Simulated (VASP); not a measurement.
Wanted: the native input for a VASP 6.6.1 run.

| Property | Result |
| --- | --- |
| Task | relaxation of cell and atoms |
| Functional | PBE |
| Potentials or basis | VASP PAW PBE potentials, release 64 (Cu, H) |
| Cutoff | 600 eV |
| k mesh | 4 × 4 × 6 |
| Occupations | gaussian, width 0.1 eV |
| Spin | no spin polarisation |
| Dipole correction | no |
| Further INCAR settings | ALGO = Normal; EDIFF = 1e-07; IBRION = 2; EDIFFG = -0.04; NSW = 90; ISIF = 3 |

The structure of CuH2 lies in POSCAR:

```
CuH2
1.0
    5.0046043200      0.0000000000      0.0000000000
    0.0000000000      5.5924057700      0.0000000000
    0.0000000000      0.0000000000      3.2287769800
Cu H
2 4
Direct
    0.0000000000      0.0000000000      0.0000000000
    0.5000000000      0.5000000000      0.5000000000
    0.7500000000      0.6666666700      0.0000000000
    0.7500000000      0.1666666700      0.5000000000
    0.2500000000      0.8333333300      0.5000000000
    0.2500000000      0.3333333300      0.0000000000
```

This cell differs from its parent crystal: atoms taken out.

These files were run (other wordings do the same):

INCAR

```
ALGO = Normal
EDIFF = 1E-7
EDIFFG = -0.04
ENCUT = 600
GGA = PE
IBRION = 2
ISIF = 3
ISMEAR = 0
LASPH = True
LCHARG = False
LREAL = False
LWAVE = False
NELM = 60
NSW = 90
PREC = Accurate
SIGMA = 0.1
```

KPOINTS

```
k-points
0
Gamma
  4 4 6
```

Potentials or basis: VASP PAW PBE potentials, release 64 (Cu, H).

The run is started by

```bash
$ cat potpaw_PBE.64/Cu/POTCAR potpaw_PBE.64/H/POTCAR > POTCAR
$ mpirun -np 1 vasp_std > vasp.out
```

Results of the run:

```json
{"Relaxed volume": "9.69 Å³/atom", "Relaxed cell": "a = 4.825 Å, b = 5.040 Å, c = 2.392 Å, α = 90.00°, β = 90.00°, γ = 90.00°", "Space group after relaxing (to 0.1 Å)": "Pnnm (No. 58)", "Energy gained by relaxing": "833.3 meV/atom", "Ionic steps": "29", "Pressure after relaxing": "0.2 GPa", "Largest force after relaxing": "0.021 eV/Å", "Band gap on the k mesh": "zero (bands 13 and 14 overlap by 5.31 eV)"}
```

Caveat: the cell differs from its parent crystal (atoms taken out); the volume moved by over 15 % at a fixed basis, so the end points are rough.

Run time: 10 min on 1 thread of AMD EPYC 9R45 96-Core Processor (Zen 5), on a shared host, peak memory 0.24 GiB.
